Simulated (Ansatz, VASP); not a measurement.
# In: VASP beside Ansatz

The input INCAR:

```
PREC = Accurate
ENCUT = 520
EDIFF = 1E-6
ISMEAR = -1
SIGMA = 0.05
LREAL = False
LASPH = True
NELM = 150
ALGO = Normal
ISIF = 2
LWAVE = False
LCHARG = False
MAGMOM = 0 0 0
LORBIT = 11
LSORBIT = True
GGA_COMPAT = False
LORBMOM = True
GGA = PE
NBANDS = 24
```

KPOINTS

```
regular mesh
0
Gamma
  14 14 14
```

Contents of POSCAR:

```
In
1.0
   -1.6261500000      1.6261500000      2.4739500000
    1.6261500000     -1.6261500000      2.4739500000
    1.6261500000      1.6261500000     -2.4739500000
In
1
Direct
    0.0000000000      0.0000000000      0.0000000000
```

Input for Ansatz:

```yaml
crystal:
  lattice:
    - [-1.62615, 1.62615, 2.47395]
    - [1.62615, -1.62615, 2.47395]
    - [1.62615, 1.62615, -2.47395]
  atoms:
    - { symbol: In, position: [0.0, 0.0, 0.0] }
kpoints:
  mp_grid: { grid: [14, 14, 14] }
  band_path:
    path:
      - [0.0, 0.0, 0.0]
      - [0.0, 0.0, 0.5]
      - [0.25, 0.25, 0.25]
      - [0.0, 0.5, 0.0]
      - [0.0, 0.0, 0.0]
      - [0.5, 0.5, -0.5]
      - [0.3580138334, 0.6419861666, -0.3580138334]
      - [-0.3580138334, 0.3580138334, 0.3580138334]
      - [0.0, 0.0, 0.0]
    npoints: 5
scf:
  occupations: { method: fermi_dirac, width: 0.05 }
hamiltonian:
  xc: pbe
  pseudopotentials: { kind: all_electron, lapw: { basis_error: 0.0005 } }
output:
  forces: true
  stress: true
  eigenvalues: true
magnetization:
  noncollinear: true
  spin_orbit: true
```

Alike in both runs: task single point; functional PBE; k mesh 14 × 14 × 14; occupations fermi-dirac, width 0.05 eV; non-collinear spin, spin-orbit coupling.

|  | VASP | Ansatz |
| --- | --- | --- |
| version | VASP 6.6.1 | Ansatz 0.2.0 |
| potentials or method | VASP PAW PBE potentials, release 64 (In_d), cutoff 520 eV | all-electron LAPW |

|  | VASP | Ansatz | Ansatz less VASP |
| --- | --- | --- | --- |
| pressure (GPa) | 1.9 | 1.9 | +0.01 |
| traceless stress, the component that is largest in VASP (GPa) | 0.19 | 0.20 | +0.008 |

Ansatz ran all-electron here, and VASP with PAW potentials.
